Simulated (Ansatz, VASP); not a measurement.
## One calculation of ZnSeS, two programs

File INCAR:

```
SYSTEM = ZnSeS
ALGO = Normal
EDIFF = 1E-6
EDIFFG = -0.01
ENCUT = 600
GGA = PE
IBRION = 2
ISIF = 3
ISMEAR = 0
LASPH = .True.
LCHARG = .False.
LREAL = .False.
LWAVE = .False.
NELM = 100
NSW = 100
PREC = Accurate
SIGMA = 0.1
```

The input KPOINTS:

```
k-points
0
Gamma
  12 12 12
  0 0 0
```

The input POSCAR:

```
ZnSeS
1.0
    4.2203269487      0.0000000000      0.0000000000
   -2.1101634744      3.6549103499      0.0000000000
    0.0000000000      0.0000000000      3.9147667091
Zn Se S
1 1 1
Direct
    0.6666666667      0.3333333333      0.5000000000
    0.3333333333      0.6666666667      0.5000000000
    0.0000000000      0.0000000000      0.0000000000
```

Input for Ansatz:

```yaml
crystal:
  lattice:
    - [4.2203269487, 0.0, 0.0]
    - [-2.1101634744, 3.6549103499, 0.0]
    - [0.0, 0.0, 3.9147667091]
  atoms:
    - { symbol: Zn, position: [0.6666666667, 0.3333333333, 0.5] }
    - { symbol: Se, position: [0.3333333333, 0.6666666667, 0.5] }
    - { symbol: S, position: [0.0, 0.0, 0.0] }
basis:
  ecutwfc: 420
kpoints:
  mp_grid: { grid: [12, 12, 12] }
hamiltonian:
  xc: pbe
scf:
  occupations: { method: gaussian, width: 0.1 }
output:
  forces: true
  stress: true
  eigenvalues: true
relax:
  adjacent_minimum: "off"
  f_tol: 0.01
  max_steps: 80
  cell: { stress_tol: 0.05 }
```

Change from the starting cell: species swapped into the HoZnSi type (P-6m2, No. 187).

Alike in both runs: task relaxation of cell and atoms; functional PBE; k mesh 12 × 12 × 12; occupations gaussian, width 0.1 eV; no spin polarisation.

```csv
,VASP,Ansatz
version,VASP 6.6.1,Ansatz 0.2.0
potentials or method,"VASP PAW PBE potentials, release 64 (Zn, Se, S), cutoff 600 eV","scalar-relativistic, plane waves, PAW"
valence electrons in the cell,24,34
```

Ansatz gave:

```
gap on the k mesh at the Fermi level, each at its own relaxed structure (eV)  : none
relaxed volume (Å³/atom)                                                      : 20.35
relaxed length of the cell vector where the two differ most in proportion (Å) : 3.965
```

Question: Which values does VASP return?

Answer: gap on the k mesh at the Fermi level, each at its own relaxed structure (eV): none; relaxed volume (Å³/atom): 20.37; relaxed length of the cell vector where the two differ most in proportion (Å): 3.959.

A gap of «none» marks a metal or a gap that the smearing closes. VASP's potentials hold 24 valence electrons a cell and Ansatz's 34, so a difference there can come from the potentials and not from the codes.
